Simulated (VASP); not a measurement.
Set up this calculation in VASP 6.6.1, as the native input.

```yaml
Task: single point
Functional: PBEsol
Potentials_or_basis: VASP PAW PBE potentials, release 64 (Rh_pv)
Cutoff: 550 eV
k_mesh: 23 × 23 × 23
Occupations: methfessel-paxton, width 0.05 eV
Spin: non-collinear spin, zero start, spin-orbit coupling
Starting_moments: "[[0.0, 0.0, 0.0]] μB"
Tolerance_level: standard
Purpose: all
Further_INCAR_settings: ALGO = Normal; EDIFF = 1e-06; NBANDS = 51
```

The structure of Rh lies in POSCAR:

```
Rh
1.0
    0.0000000000      1.8978500000      1.9168285000
    1.8978500000      0.0000000000      1.9168285000
    1.8978500000      1.8978500000      0.0000000000
Rh
1
Direct
    0.0000000000      0.0000000000      0.0000000000
```

This cell differs from its parent crystal: cell strained by +1.0% along z.

These files were run (other wordings do the same):

INCAR

```
GGA = PS ; LSORBIT = T
MAGMOM = 0 0 0 ; LORBIT = 11
ISMEAR = 1 ; SIGMA = 0.05
LWAVE = F ; LCHARG = F
ISIF = 2 ; PREC = Accurate
LASPH = T ; LREAL = F
ALGO = Normal ; EDIFF = 1E-6
NELM = 200 ; GGA_COMPAT = F
ENCUT = 550 ; LMAXMIX = 4
NBANDS = 51
```

KPOINTS

```
Automatic mesh
0
Gamma
  23 23 23
  0 0 0
```

Potentials or basis: VASP PAW PBE potentials, release 64 (Rh_pv).

Run with:

```console
$ cat potpaw_PBE.64/Rh_pv/POTCAR > POTCAR
$ mpirun -np 1 vasp_ncl > vasp.out
```

Results of the run:

- Pressure: -6.1 GPa
- Net moment: 0.00 μB per cell
- Valence electrons inside the program's atomic spheres: Rh 13.77

Caveat: the cell differs from its parent crystal (cell strained by +1.0% along z); the cell stands under tension; the PAW data sets were made with another functional, which shifts forces and pressure a little.

Run time: 15 min on 1 thread of AMD EPYC 9R45 96-Core Processor (Zen 5), on a shared host, peak memory 0.85 GiB.
